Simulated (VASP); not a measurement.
Be2Ge, 24 atoms in the cell. The typed cell holds 24 atoms: a = 7.631 Å, b = 7.631 Å, c = 7.631 Å, α = 60.00°, β = 60.00°, γ = 60.00°. 

```yaml
Program: VASP 6.6.1
Task: single point
Functional: r2SCAN
Potentials_or_basis: VASP PAW PBE potentials, release 64 (Ge_d, Be)
Cutoff: 520 eV
k_mesh: 2 × 2 × 2
Occupations: fermi-dirac, width 0.086 eV
Spin: no spin polarisation
Dipole_correction: no
Further_INCAR_settings: LREAL = Auto; ALGO = Normal; EDIFF = 1e-06; NBANDS = 90
```

Potentials or basis: VASP PAW PBE potentials, release 64 (Ge_d, Be).

The run is started by

```console
$ cat potpaw_PBE.64/Ge_d/POTCAR potpaw_PBE.64/Be/POTCAR > POTCAR
$ cp INCAR.step1 INCAR
$ mpirun -np 1 vasp_std > vasp.out
$ cp INCAR.step2 INCAR
$ mpirun -np 1 vasp_std > vasp.out
```

Hardware: 1 thread of Intel(R) Xeon(R) Platinum 8488C (Sapphire Rapids), on a shared host.

Task: Estimate the wall time of this run.

Result: Run time: 19 min on 1 thread of Intel(R) Xeon(R) Platinum 8488C (Sapphire Rapids), on a shared host, peak memory 0.62 GiB. Counts: k points 8.
